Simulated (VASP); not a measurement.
TiB2, 3 atoms in the cell. Symmetry: P6/mmm, No. 191, hexagonal system. The conventional cell has a = 3.069 Å, b = 3.069 Å, c = 3.271 Å, α = 90.00°, β = 90.00°, γ = 120.00°. Within 3.3 Å of Ti (site symmetry 6/mmm) lie 12 B at 2.41 Å and 8 Ti at 3.07 to 3.27 Å. Within 2.5 Å of B (site symmetry -6m2) lie 3 B at 1.77 Å and 6 Ti at 2.41 Å. 

* Program: VASP 6.6.1
* Task: single point
* Functional: PBEsol
* Potentials or basis: VASP PAW PBE potentials, release 64 (Ti_sv, B)
* Cutoff: 520 eV
* k mesh: 15 × 15 × 13
* Occupations: fermi-dirac, width 0.08 eV
* Spin: no spin polarisation
* Dipole correction: no
* Further INCAR settings: ALGO = Normal; EDIFF = 1e-06; NBANDS = 16

Potentials or basis: VASP PAW PBE potentials, release 64 (Ti_sv, B).

Launch:

```sh
$ cat potpaw_PBE.64/Ti_sv/POTCAR potpaw_PBE.64/B/POTCAR > POTCAR
$ mpirun -np 1 vasp_std > vasp.out
```

Hardware: 1 thread of Intel(R) Xeon(R) 6975P-C (Granite Rapids), with other jobs on the host.

How long does it take, and how much memory?

It took 24 s on 1 thread of Intel(R) Xeon(R) 6975P-C (Granite Rapids), with other jobs on the host, peak memory 0.2 GiB. Counts: scf iterations 13, k points 189.
